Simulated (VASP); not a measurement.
# CO2 (I-42d) in VASP: single point with PBEsol

Aim: the single point of CO2 with PBEsol.

Everything below comes from runs of VASP 6.6.1. Logs are shortened: lines on timing, memory, paths and dates and some standing lists are left out, and cuts for length are marked.

## Step 1: The cell of the first run

It takes space group I-42d (No. 122, tetragonal). The conventional cell has a = 3.918 Å, b = 3.918 Å, c = 5.937 Å, α = 90.00°, β = 90.00°, γ = 90.00°. Within 1.9 Å of C (site symmetry -4) lie 4 O at 1.39 Å. Within 1.9 Å of O (site symmetry 2) lie 2 C at 1.39 Å.

## Step 2: Single point, PBEsol

POSCAR

```
CO2
1.0
   -1.9589460133      1.9589460133      2.9686463527
    1.9589460133     -1.9589460133      2.9686463527
    1.9589460133      1.9589460133     -2.9686463527
C O
2 4
Direct
    0.7500000000      0.2500000000      0.5000000000
    0.0000000000      0.0000000000      0.0000000000
    0.7077697750      0.1250000000      0.0827697750
    0.0422302250      0.6250000000      0.9172302250
    0.3750000000      0.2922302250      0.4172302250
    0.8750000000      0.9577697750      0.5827697750
```

INCAR.step1

```
SYSTEM = CO2
  PREC = Accurate
  ENCUT = 520
  EDIFF = 1E-6
  ISMEAR = 0
  SIGMA = 0.02
  LREAL = .False.
  LASPH = .True.
  NELM = 100
  ALGO = Normal
  ISIF = 2
  LWAVE = .False.
  LCHARG = .True.
  GGA = PS
  NBANDS = 25
```

KPOINTS.step1

```
regular mesh
0
Gamma
  8 8 8
  0 0 0
```

INCAR.step2

```
SYSTEM = CO2
  PREC = Accurate
  ENCUT = 520
  EDIFF = 1E-6
  ISMEAR = -5
  SIGMA = 0.02
  LREAL = .False.
  LASPH = .True.
  NELM = 100
  ALGO = Normal
  ISIF = 2
  LWAVE = .False.
  LCHARG = .False.
  GGA = PS
  LORBIT = 10
  NEDOS = 1001
  ICHARG = 11
```

KPOINTS.step2

```
regular mesh
0
Gamma
  12 12 12
  0 0 0
```

Potentials or basis: VASP PAW PBE potentials, release 64 (C, O).

On the command line:

```
cat potpaw_PBE.64/C/POTCAR potpaw_PBE.64/O/POTCAR > POTCAR
cp INCAR.step1 INCAR
cp KPOINTS.step1 KPOINTS
mpirun -np 1 vasp_std > vasp.out
cp INCAR.step2 INCAR
cp KPOINTS.step2 KPOINTS
mpirun -np 1 vasp_std > vasp.out
```

OUTCAR:

```text
SYSTEM = CO2
   PREC = Accurate
   ENCUT = 520
   EDIFF = 1E-6
   ISMEAR = -5
   LREAL = .False.
   LASPH = .True.
   NELM = 100
   ISIF = 2
   GGA = PS
   LORBIT = 10
   ICHARG = 11

 ion  position               nearest neighbor table
   1  0.750  0.250  0.500-   3 1.39   4 1.39   5 1.39   6 1.39
   2  0.000  0.000  0.000-   4 1.39   5 1.39   6 1.39   3 1.39
   3  0.708  0.125  0.083-   1 1.39   2 1.39
   4  0.042  0.625  0.917-   1 1.39   2 1.39
   5  0.375  0.292  0.417-   1 1.39   2 1.39
   6  0.875  0.958  0.583-   2 1.39   1 1.39

  LATTYP: Found a body centered tetragonal cell.
 ALAT       =     3.9178920266
 C/A-ratio  =     1.5154304062

  Lattice vectors:

 A1 = (  -1.9589460133,   1.9589460133,   2.9686463527)
 A2 = (   1.9589460133,  -1.9589460133,   2.9686463527)
 A3 = (   1.9589460133,   1.9589460133,  -2.9686463527)

Analysis of symmetry for initial positions (statically):
=====================================================================
 Subroutine PRICEL returns:
 Original cell was already a primitive cell.

 Routine SETGRP: Setting up the symmetry group for a
 body centered tetragonal supercell.

 Subroutine GETGRP returns: Found  8 space group operations
 (whereof  4 operations were pure point group operations)
 out of a pool of 16 trial point group operations.

The static configuration has the point symmetry S_4 .
 The point group associated with its full space group is D_2d.

Analysis of symmetry for dynamics (positions and initial velocities):
=====================================================================
 Subroutine PRICEL returns:
 Original cell was already a primitive cell.

 Routine SETGRP: Setting up the symmetry group for a
 body centered tetragonal supercell.

 Subroutine GETGRP returns: Found  8 space group operations
 (whereof  4 operations were pure point group operations)
 out of a pool of 16 trial point group operations.

The dynamic configuration has the point symmetry S_4 .
 The point group associated with its full space group is D_2d.

 Subroutine INISYM returns: Found  8 space group operations
 (whereof  4 operations are pure point group operations),
 and found     1 'primitive' translations

----------------------------------------------------------------------------------------

                                     Primitive cell

  volume of cell :      45.5684

  direct lattice vectors                    reciprocal lattice vectors
    -1.958946013  1.958946013  2.968646353     0.000000000  0.255239295  0.168426933
     1.958946013 -1.958946013  2.968646353     0.255239295  0.000000000  0.168426933
     1.958946013  1.958946013 -2.968646353     0.255239295  0.255239295  0.000000000

  length of vectors
     4.060517225  4.060517225  4.060517225     0.305801782  0.305801782  0.360962873

  position of ions in fractional coordinates (direct lattice)
     0.750000000  0.250000000  0.500000000
     0.000000000  0.000000000  0.000000000
     0.707769775  0.125000000  0.082769775
     0.042230225  0.625000000  0.917230225
     0.375000000  0.292230225  0.417230225
     0.875000000  0.957769775  0.582769775

  ion indices of the primitive-cell ions
   primitive index   ion index
                 1           1
                 2           2
                 3           3
                 4           4
                 5           5
                 6           6

----------------------------------------------------------------------------------------

 KPOINTS: regular mesh

Automatic generation of k-mesh.
 Grid dimensions read from file:
 generate k-points for:   12   12   12

 Generating k-lattice:

  Cartesian coordinates                     Fractional coordinates (reciprocal lattice)
     0.000000000  0.021269941  0.014035578     0.083333333  0.000000000 -0.000000000
     0.021269941  0.000000000  0.014035578     0.000000000  0.083333333 -0.000000000
     0.021269941  0.021269941  0.000000000     0.000000000  0.000000000  0.083333333

  Length of vectors
     0.025483482  0.025483482  0.030080239

  Shift w.r.t. Gamma in fractional coordinates (k-lattice)
     0.000000000  0.000000000  0.000000000

 TETIRR: Found   2206 inequivalent tetrahedra from    10368

 Subroutine IBZKPT returns following result:
 ===========================================

 Found    163 irreducible k-points:

 Following reciprocal coordinates:
            Coordinates               Weight
  0.000000  0.000000  0.000000      1.000000
  0.083333  0.000000 -0.000000      8.000000
  0.166667  0.000000 -0.000000      8.000000
  0.250000  0.000000  0.000000      8.000000
  0.333333  0.000000 -0.000000      8.000000
  0.416667 -0.000000  0.000000      8.000000
[... 16 lines left out ...]
  0.500000  0.166667  0.000000     16.000000
 -0.416667  0.166667 -0.000000     16.000000
 [... further k-points ...]
   k-points           NKPTS =    163   k-points in BZ     NKDIM =    163   number of bands    NBANDS=     20
   number of dos      NEDOS =   1001   number of ions     NIONS =      6
   total plane-waves  NPLWV =  27000
   dimension x,y,z NGX =    30 NGY =   30 NGZ =   30
   dimension x,y,z NGXF=    60 NGYF=   60 NGZF=   60
   ions per type =               2   4
   NGX,Y,Z   is equivalent  to a cutoff of  12.28, 12.28, 12.28 a.u.
   NGXF,Y,Z  is equivalent  to a cutoff of  24.57, 24.57, 24.57 a.u.
 SYSTEM =  CO2
   PREC   = accura    normal or accurate (medium, high low for compatibility)
   ISTART =      0    job   : 0-new  1-cont  2-samecut
   ICHARG =     11    charge: 1-file 2-atom 10-const
   ISPIN  =      1    spin polarized calculation?
   LNONCOLLINEAR =      F non collinear calculations
   LSORBIT =      F    spin-orbit coupling
   LASPH  =      T    aspherical Exc in radial PAW
   ENCUT  =  520.0 eV  38.22 Ry    6.18 a.u.   7.55  7.55  7.55*2*pi/ulx,y,z
   NELM   =    100;   NELMIN=  2; NELMDL=  0     # of ELM steps
   EDIFF  = 0.1E-05   stopping-criterion for ELM
   LREAL  =      F    real-space projection
   EDIFFG = 0.1E-04   stopping-criterion for IOM
   NSW    =      0    number of steps for IOM
   IBRION =     -1    ionic relax: 0-MD 1-quasi-New 2-CG
   NFREE  =      0    steps in history (QN), initial steepest desc. (CG)
   ISIF   =      2    stress and relaxation
   ISYM   =      2    0-nonsym 1-usesym 2-fastsym
   POTIM  = 0.5000    time-step for ionic-motion
   TEBEG  =    0.0;   TEEND  =   0.0 temperature during run
   PSTRESS=    0.0 pullay stress
   NELECT =      32.0000    total number of electrons
   NUPDOWN=      -1.0000    fix difference up-down
   EMIN   =  10.00;   EMAX   =-10.00  energy-range for DOS
   EFERMI =   0.00;   METHOD = LEGACY
   ISMEAR =    -5;   SIGMA  =   0.02  broadening in eV -4-tet -1-fermi 0-gaus
   EFERMI_NEDOS =   21; number of points for ismear=-14 and -15
   IALGO  =     38    algorithm
   IMIX   =      4    mixing-type and parameters
     AMIX     =   0.40;   BMIX     =  1.00
     AMIX_MAG =   1.60;   BMIX_MAG =  1.00
  volume/ion in A,a.u.               =       7.59        51.25
  Fermi-wavevector in a.u.,A,eV,Ry     =   1.455136  2.749809 28.809273  2.117422
  Thomas-Fermi vector in A             =   2.572206
   LORBIT       =     10    0 simple, 1 ext, 2 COOP (PROOUT), +10 PAW based schemes
   GGA     = PS    functional components
   LHFCALC =     F    Hartree Fock is set to
   AEXX    =    0.0000 exact exchange contribution
   IVDW    =     0    specifies the selected vdW correction
   LEPSILON=     F    determine dielectric tensor
   LRPA    =     F    only Hartree local field effects (RPA)
 non-spin polarized calculation
 Fermi weights with tetrahedron method with Bloechl corrections
  energy-cutoff  :      520.00
  volume of cell :       45.57
 maximum number of plane-waves:      1248

 number of electron      31.9999977 magnetization

 Free energy of the ion-electron system (eV)
  ---------------------------------------------------
  ext. energy  EPLUGINS =         0.00000000
  ---------------------------------------------------
  free energy    TOTEN  =       -46.10736594 eV

  energy without entropy =      -46.10736594  energy(sigma->0) =      -46.10736594

 E-fermi :   2.4417     XC(G=0): -11.5155

 val. band max:        2.4148291478   @ k =   0.5000   0.0000   0.0000
 cond. band min:       9.9916697879   @ k =   0.0000   0.0000   0.0000
 fundamental gap:      7.5768406401
 Fermi energy:         2.4417365523

 k-point     1 :       0.0000    0.0000    0.0000
  band No.  band energies     occupation
      1     -21.8275      2.00000
      2     -16.5839      2.00000
      3     -16.5839      2.00000
      4     -15.8775      2.00000
      5     -12.2812      2.00000
      6      -7.4578      2.00000
[... 12 lines left out ...]
     19      11.8284      0.00000
     20      11.8540      0.00000

 k-point     2 :       0.0833    0.0000   -0.0000
  band No.  band energies     occupation
      1     -21.7809      2.00000
      2     -16.6892      2.00000
      3     -16.5974      2.00000
      4     -15.9548      2.00000
      5     -12.1228      2.00000
      6      -7.4471      2.00000
[... 12 lines left out ...]
     19      11.8343      0.00000
     20      12.0133      0.00000
[... 465 lines left out ...]
      3     -16.7846      2.00000
      4     -16.4012      2.00000
      5     -10.2720      2.00000
      6      -7.7780      2.00000
[... 12 lines left out ...]
     19      12.2035      0.00000
     20      12.8161      0.00000

 k-point    24 :      -0.4167    0.1667   -0.0000
  band No.  band energies     occupation
      1     -20.9053      2.00000
      2     -18.4354      2.00000
      3     -16.7604      2.00000
      4     -16.3367      2.00000
      5     -10.5108      2.00000
      6      -7.8771      2.00000
[... 12 lines left out ...]
     19      12.3566      0.00000
     20      12.8326      0.00000

 [... further k-points ...]

------------------------ aborting loop because EDIFF is reached ----------------------------------------

  FORCE on cell =-STRESS in cart. coord.  units (eV):
  Direction    XX          YY          ZZ          XY          YZ          ZX
  --------------------------------------------------------------------------------------
  -------------------------------------------------------------------------------------
  Total        0.5306679      0.5306679      0.4255399      0.0000000      0.0000000      0.0000000
  in kB       18.6582128     18.6582128     14.9619245      0.0000000      0.0000000      0.0000000
  external PRESSURE =      17.4261167 kB  Pullay stress =       0.0000000 kB

 VOLUME and BASIS-vectors are now :
 -----------------------------------------------------------------------------
  energy-cutoff  :      520.00
  volume of cell :       45.57
      direct lattice vectors                 reciprocal lattice vectors
    -1.958946013  1.958946013  2.968646353     0.000000000  0.255239295  0.168426933
     1.958946013 -1.958946013  2.968646353     0.255239295  0.000000000  0.168426933
     1.958946013  1.958946013 -2.968646353     0.255239295  0.255239295  0.000000000

 POSITION                                       TOTAL-FORCE (eV/Angst)
 -----------------------------------------------------------------------------------
      0.00000      1.95895      1.48432        -0.000000      0.000000     -0.000000
      0.00000      0.00000      0.00000         0.000000      0.000000      0.000000
     -0.97947      1.30376      2.22648        -0.000000     -0.101076     -0.000000
      2.93842      0.65519     -0.74216         0.000000      0.101076      0.000000
      0.65519      0.97947      0.74216         0.101076      0.000000      0.000000
      1.30376      0.97947      3.71081        -0.101076      0.000000     -0.000000
 -----------------------------------------------------------------------------------
    total drift:                                0.000002      0.000002      0.000003

  FREE ENERGIE OF THE ION-ELECTRON SYSTEM (eV)
  ---------------------------------------------------
  free  energy   TOTEN  =       -46.1073659406 eV

  energy  without entropy=      -46.1073659406  energy(sigma->0) =      -46.10736594

 total charge

# of ion       s       p       d       tot
------------------------------------------
    1        0.790   1.579   0.000   2.368
    2        0.790   1.579   0.000   2.368
    3        1.562   3.622   0.000   5.184
    4        1.562   3.622   0.000   5.184
    5        1.562   3.622   0.000   5.184
    6        1.562   3.622   0.000   5.184
--------------------------------------------------
tot          7.829  17.644   0.000  25.474
```

It took 69 s on 1 thread of Intel Xeon 6975P-C (Granite Rapids), shared host; peak memory 0.24 GiB.

Results:

```yaml
Valence_electrons_inside_the_program's_atomic_spheres: C 2.37; O 5.18
```

Caveat: the PAW data sets were made with another functional, which shifts forces and pressure a little.
